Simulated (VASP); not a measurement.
Set up this calculation in VASP 6.6.1, as the native input.

```
Task                   : single point
Functional             : PBE
Potentials or basis    : VASP PAW PBE potentials, release 64 (C)
Cutoff                 : 520 eV
k mesh                 : 12 × 12 × 12
Occupations            : gaussian, width 0.05 eV
Spin                   : no spin polarisation
Dipole correction      : no
Further INCAR settings : ALGO = Normal; EDIFF = 1e-06; NBANDS = 11
```

The structure of C lies in POSCAR:

```
C
1.0
    0.0000000000      1.7672923787      1.6047014799
    1.7672923787      0.0000000000      1.6047014799
    1.7672923787      1.7672923787      0.0000000000
C
2
Direct
    0.5000000000      0.5000000000      0.5000000000
    0.7500000000      0.7500000000      0.7500000000
```

This cell differs from its parent crystal: volume 5.012 Å^3 an atom, c/a of the conventional cell 0.9080.

One way to write it, as run:

INCAR

```
  PREC = Accurate
  ENCUT = 520
  EDIFF = 1E-6
  ISMEAR = 0
  SIGMA = 0.05
  LREAL = False
  LASPH = True
  NELM = 80
  ALGO = Normal
  ISIF = 2
  LWAVE = False
  LCHARG = False
  GGA = PE
  NBANDS = 11
```

KPOINTS

```
Automatic mesh
0
Gamma
  12 12 12
```

Potentials or basis: VASP PAW PBE potentials, release 64 (C).

The run is started by

```console
$ cat potpaw_PBE.64/C/POTCAR > POTCAR
$ mpirun -np 1 vasp_std > vasp.out
```

Results of the run:

```
Pressure               : 70.9 GPa
Band gap on the k mesh : 1.86 eV, indirect (least direct gap 4.24 eV)
```

Run time: 6.9 s on 1 thread of Intel(R) Xeon(R) 6975P-C (Granite Rapids) (shared host), peak memory 0.12 GiB.
